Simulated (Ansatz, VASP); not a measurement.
# Two plane-wave programs on InP

Contents of INCAR:

```
SYSTEM = InP
  PREC = Accurate
  ENCUT = 600
  EDIFF = 1E-7
  ISMEAR = -1
  SIGMA = 0.08
  LREAL = .FALSE.
  LASPH = .TRUE.
  NELM = 60
  ALGO = Normal
  ISIF = 3
  LWAVE = .FALSE.
  LCHARG = .FALSE.
  GGA = PE
  IBRION = 2
  NSW = 100
  EDIFFG = -0.005
```

File KPOINTS:

```
Automatic mesh
0
G
  12 12 12
  0 0 0
```

POSCAR

```
InP
1.0
    0.0000000000      2.9685087442      2.9685087442
    2.9685087442      0.0000000000      2.9685087442
    2.9685087442      2.9685087442      0.0000000000
In P
1 1
Direct
    0.0000000000      0.0000000000      0.0000000000
    0.2500000000      0.2500000000      0.2500000000
```

Input for Ansatz:

```yaml
crystal:
  lattice:
    - [0.0, 2.9685087442, 2.9685087442]
    - [2.9685087442, 0.0, 2.9685087442]
    - [2.9685087442, 2.9685087442, 0.0]
  atoms:
    - { symbol: In, position: [0.0, 0.0, 0.0] }
    - { symbol: P, position: [0.25, 0.25, 0.25] }
kpoints:
  mp_grid: { grid: [12, 12, 12] }
scf:
  occupations: { method: fermi_dirac, width: 0.08 }
hamiltonian:
  xc: pbe
  pseudopotentials: { kind: paw }
output:
  forces: true
  stress: true
relax:
  f_tol: 0.005
  max_steps: 80
  cell: {}
```

Alike in both runs: task relaxation of cell and atoms; functional PBE; k mesh 12 × 12 × 12; occupations fermi-dirac, width 0.08 eV; no spin polarisation.

|  | VASP | Ansatz |
| --- | --- | --- |
| version | VASP 6.6.1 | Ansatz 0.2.0 |
| potentials or method | VASP PAW PBE potentials, release 64 (In_d, P) | PAW with Ansatz's default frozen-core files, scalar-relativistic |
| plane-wave cutoff (eV) | 600 | 420 |
| valence electrons in the cell | 18 | 18 |

```tsv
	VASP	Ansatz	Ansatz less VASP
relaxed volume (Å³/atom)	26.45	26.46	+0.010
relaxed cell length with the largest relative difference (Å)	4.214	4.214	+0.0005
```
